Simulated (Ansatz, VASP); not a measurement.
**SiB6 in VASP and in Ansatz**

```
Si B
1.0
     3.64222    0.00000    0.00000
    -1.82111    3.15426    0.00000
     0.00000    0.00000    7.53356
Si B
1 6
Direct
  0.00000 0.00000 0.50000
  0.33333 0.66667 0.00000
  0.66667 0.33333 0.00000
  0.50000 0.00000 0.50000
  0.00000 0.50000 0.50000
  0.50000 0.50000 0.50000
  0.00000 0.00000 0.00000
```

Alike in both runs: functional PBE; k mesh 6 × 6 × 4; occupations gaussian, width 0.1 eV; no spin polarisation.

Ansatz relaxed the structure, and its values are those at the end. VASP's run is a single point on that final structure, the one shown.

```csv
,VASP,Ansatz
version,VASP 6.6.1,Ansatz 0.2.0
potentials or method,"VASP PAW PBE potentials, release 64 (Si, B), cutoff 520 eV","scalar-relativistic, plane waves, PAW"
valence electrons in the cell,22,22
```

```tsv
	VASP	Ansatz	Ansatz less VASP
gap on the k mesh at the Fermi level (eV)	none	none	-
pressure (GPa)	-0.1	0.0	+0.16
```

A gap of «none» marks a metal or a gap that the smearing closes.
